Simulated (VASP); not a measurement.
A run of VASP 6.6.1:

Contents of INCAR:

```
SYSTEM = NaTa3O3
ALGO = Normal
EDIFF = 1E-6
ENCUT = 520
GGA = PE
ISIF = 2
ISMEAR = 0
LASPH = .TRUE.
LCHARG = .FALSE.
LREAL = .FALSE.
LWAVE = .FALSE.
NBANDS = 38
NELM = 60
PREC = Accurate
SIGMA = 0.2
```

The input KPOINTS:

```
k-points
0
G
  5 5 5
  0 0 0
```

File POSCAR:

```
NaTa3O3
1.0
   -2.1935227032      2.1935227032      4.4535587025
    2.1935227032     -2.1935227032      4.4535587025
    2.1935227032      2.1935227032     -4.4535587025
Na Ta O
1 3 3
Direct
   -0.0145160392     -0.0145160392      0.0000000000
    0.5417481234      0.5417481234      0.0000000000
    0.2381828193      0.7381828193      0.5000000000
    0.7381828193      0.2381828193      0.5000000000
   -0.0182635385      0.4817364615      0.5000000000
    0.4817364615     -0.0182635385      0.5000000000
    0.2829293542      0.2829293542      0.0000000000
```

Potentials or basis: VASP PAW PBE potentials, release 64 (Na_pv, Ta_pv, O).

The run is started by

```console
$ cat potpaw_PBE.64/Na_pv/POTCAR potpaw_PBE.64/Ta_pv/POTCAR potpaw_PBE.64/O/POTCAR > POTCAR
$ mpirun -np 1 vasp_std > vasp.out
```

Hardware: 1 thread of AMD EPYC 9R45 96-Core Processor (Zen 5), with other jobs on the host.

Task: How long does it take, and how much memory?

Result: It took 52 s on 1 thread of AMD EPYC 9R45 96-Core Processor (Zen 5) (shared host), peak memory 0.23 GiB. Counts: scf iterations 16, k points 18.
